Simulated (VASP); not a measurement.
MoS2: single point with r2SCAN

MoS2:

```
Mo S
1.0
     3.17302    0.00000    0.00000
    -1.58651    2.74792    0.00000
     0.00000    0.00000   12.43591
Mo S
2 4
Cartesian
  0.0000 1.8319 3.1090
  1.5865 0.9160 9.3269
  0.0000 1.8319 7.7712
  1.5865 0.9160 1.5533
  0.0000 1.8319 10.8827
  1.5865 0.9160 4.6647
```

```
Program                : VASP 6.6.1
Task                   : single point
Functional             : r2SCAN
Potentials or basis    : VASP PAW PBE potentials, release 64 (Mo_sv, S)
Cutoff                 : 520 eV
k mesh                 : 12 × 12 × 2
Occupations            : gaussian, width 0.01 eV
Spin                   : no spin polarisation
Dipole correction      : no
Further INCAR settings : ALGO = Normal; EDIFF = 1e-06; NBANDS = 35
```

```yaml
Pressure: 1.2 GPa
Largest_force: 0.051 eV/Å
Band_gap_on_the_k_mesh: 1.05 eV (least direct gap 1.75 eV)
```

Forces in eV/Å, atoms in the order of the input:
```
Mo   0.000  0.000  0.000
Mo   0.000  0.000  0.000
S    0.000  0.000  0.051
S    0.000  0.000  0.051
S    0.000  0.000 -0.051
S    0.000  0.000 -0.051
```

Stress tensor (GPa, compression positive):
```
1.28 0.00 0.00
0.00 1.28 0.00
0.00 0.00 1.05
```

Levels at points of the mesh, in eV from the valence-band top:
```
           k point  band 22  band 23  band 24  band 25  band 26  band 27  band 28  band 29  band 30  band 31
(0.00, 0.00, 0.00)    -2.31    -2.31    -1.37    -1.11     0.00     2.25     2.25     2.27     2.27     2.43
(0.50, 0.00, 0.00)    -2.63    -1.88    -1.71    -1.43    -1.32     1.70     1.75     2.13     2.37     3.18
(0.00, 0.00, 0.50)    -2.33    -2.33    -2.33    -0.29    -0.29     2.26     2.26     2.26     2.26     2.52
(0.50, 0.00, 0.50)    -2.75    -1.79    -1.79    -1.37    -1.37     1.72     1.72     2.26     2.26     3.52
```

Wall time 3.9 min on 1 thread of Intel(R) Xeon(R) 6975P-C (Granite Rapids) (shared host), peak memory 0.3 GiB.

Caveat: the PAW data sets were made with another functional, which shifts forces and pressure a little. r2SCAN opens gaps a little over a GGA but as a rule still falls short of measured ones.
